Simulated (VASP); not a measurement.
The system is Mg3CdTe4.

```
Mg Cd Te
1.0
    12.90285    0.00000    0.00000
     0.00000   12.90285    0.00000
     0.00000    0.00000   12.90285
Mg Cd Te
24 8 32
Direct
  0.00185 0.00188 0.00061
  0.00208 0.00039 0.50087
  0.00270 0.50104 0.49840
  0.50204 0.00113 0.99964
  0.50220 0.99976 0.50051
  0.50099 0.49888 0.00105
  0.50104 0.49923 0.49959
  0.24872 0.25121 0.00115
  0.25223 0.75154 0.50039
  0.75048 0.25231 0.99921
  0.75130 0.24871 0.49973
  0.75006 0.74983 0.00074
  0.24932 0.99860 0.24918
  0.24924 0.49856 0.25002
  0.24964 0.50105 0.75162
  0.75145 0.99931 0.75097
  0.75023 0.49926 0.25025
  0.74855 0.49720 0.75055
  0.00092 0.25046 0.24964
  0.99840 0.24959 0.75119
  0.99782 0.75029 0.25154
  0.50006 0.25015 0.24881
  0.50045 0.25205 0.74919
  0.49776 0.74783 0.75128
  0.99907 0.49884 0.00038
  0.24872 0.25248 0.50053
  0.25266 0.75094 0.99904
  0.74840 0.75159 0.49694
  0.24802 0.99658 0.75103
  0.75121 0.99902 0.24654
  0.99866 0.74988 0.74828
  0.49982 0.74856 0.24774
  0.12521 0.12391 0.12520
  0.12295 0.12846 0.62428
  0.12436 0.62532 0.12486
  0.12428 0.62404 0.62300
  0.62366 0.12709 0.12366
  0.62470 0.12350 0.62817
  0.62492 0.62553 0.12589
  0.62393 0.62868 0.62356
  0.37483 0.37560 0.12822
  0.37190 0.37638 0.62600
  0.37709 0.87756 0.12642
  0.37280 0.87654 0.62308
  0.87619 0.37743 0.12537
  0.87326 0.37418 0.62447
  0.87689 0.87637 0.12557
  0.87260 0.87368 0.62426
  0.37661 0.12620 0.37747
  0.37574 0.12502 0.87470
  0.37446 0.62274 0.37277
  0.37700 0.62385 0.87436
  0.87700 0.12559 0.37520
  0.87477 0.12388 0.87515
  0.87338 0.62311 0.37606
  0.87427 0.62298 0.87565
  0.12556 0.37792 0.37465
  0.12472 0.37708 0.87469
  0.12487 0.87706 0.37779
  0.12594 0.87397 0.87619
  0.62312 0.37167 0.37545
  0.62782 0.37216 0.87365
  0.62316 0.87403 0.37356
  0.62280 0.87373 0.87324
```

* Program: VASP 6.6.1
* Task: relaxation of volume and atoms at fixed shape
* Functional: PBEsol
* Potentials or basis: VASP PAW PBE potentials, release 64 (Mg, Cd, Te)
* Cutoff: 500 eV
* k mesh: 1 × 1 × 1, shifted
* Occupations: fermi-dirac, width 0.05 eV
* Spin: no spin polarisation

At the start: pressure 0.1 GPa; volume 33.56 Å³/atom.

Question: Where does the relaxation end?

Answer: Over 8 steps the energy falls by 3.3 meV/atom and the volume is 33.63 Å³/atom (+0.2 %); space group P1 (No. 1, to 0.1 Å) before and after.

Step by step:
```tsv
step	energy change (eV)	largest force (eV/Å)	pressure (GPa)	volume (Å³)
1	0.0000	0.3943	0.14	2148.11
2	-0.1275	0.2385	-0.05	2157.03
3	-0.1835	0.0889	-0.26	2168.43
4	-0.2037	0.0764	0.06	2149.27
5	-0.2039	0.0768	0.04	2150.71
6	-0.2087	0.0537	0.02	2151.40
7	-0.2117	0.0453	0.00	2152.49
8	-0.2132	0.0294	0.00	2152.62
```

Final structure:
```
CELL_PARAMETERS angstrom
12.91188 0.00000 0.00000
0.00000 12.91188 0.00000
0.00000 0.00000 12.91188
ATOMIC_POSITIONS crystal
Mg 0.00091 0.00130 0.00066
Mg 0.00066 0.00002 0.50013
Mg 0.99970 0.49991 0.50054
Mg 0.50146 0.00081 0.99829
Mg 0.50069 0.00106 0.50115
Mg 0.50104 0.49826 0.00071
Mg 0.50062 0.49951 0.49936
Mg 0.24996 0.25054 0.00043
Mg 0.25064 0.75034 0.49922
Mg 0.75134 0.25077 0.99962
Mg 0.75010 0.24850 0.50020
Mg 0.74983 0.75067 0.00011
Mg 0.24951 0.00024 0.25144
Mg 0.24973 0.50004 0.24877
Mg 0.24864 0.50137 0.75086
Mg 0.74975 0.99915 0.75150
Mg 0.74867 0.49880 0.25114
Mg 0.74891 0.49921 0.74845
Mg 0.00065 0.24977 0.24963
Mg 0.99793 0.25104 0.75094
Mg 0.99926 0.75061 0.25171
Mg 0.49939 0.24978 0.25016
Mg 0.49947 0.25030 0.74936
Mg 0.49854 0.75002 0.74976
Cd 0.00027 0.50059 0.00040
Cd 0.25022 0.25148 0.50035
Cd 0.25241 0.75004 0.00059
Cd 0.74907 0.75037 0.49860
Cd 0.24947 0.00023 0.75049
Cd 0.75130 0.00110 0.24822
Cd 0.99913 0.74901 0.74914
Cd 0.49936 0.74836 0.24879
Te 0.12616 0.12530 0.12552
Te 0.12246 0.12629 0.62552
Te 0.12474 0.62657 0.12711
Te 0.12614 0.62450 0.62309
Te 0.62424 0.12705 0.12321
Te 0.62566 0.12474 0.62640
Te 0.62660 0.62332 0.12389
Te 0.62321 0.62462 0.62526
Te 0.37492 0.37495 0.12537
Te 0.37550 0.37757 0.62650
Te 0.37597 0.87866 0.12508
Te 0.37556 0.87467 0.62359
Te 0.87425 0.37438 0.12676
Te 0.87451 0.37486 0.62422
Te 0.87678 0.87395 0.12356
Te 0.87431 0.87690 0.62434
Te 0.37593 0.12400 0.37506
Te 0.37565 0.12670 0.87587
Te 0.37379 0.62292 0.37554
Te 0.37679 0.62287 0.87487
Te 0.87697 0.12579 0.37581
Te 0.87506 0.12450 0.87550
Te 0.87519 0.62311 0.37400
Te 0.87190 0.62413 0.87436
Te 0.12381 0.37657 0.37357
Te 0.12550 0.37396 0.87405
Te 0.12503 0.87504 0.37577
Te 0.12389 0.87453 0.87599
Te 0.62469 0.37320 0.37573
Te 0.62540 0.37423 0.87456
Te 0.62332 0.87662 0.37385
Te 0.62436 0.87374 0.87457
```

Caveat: the PAW data sets were made with another functional, which shifts forces and pressure a little.
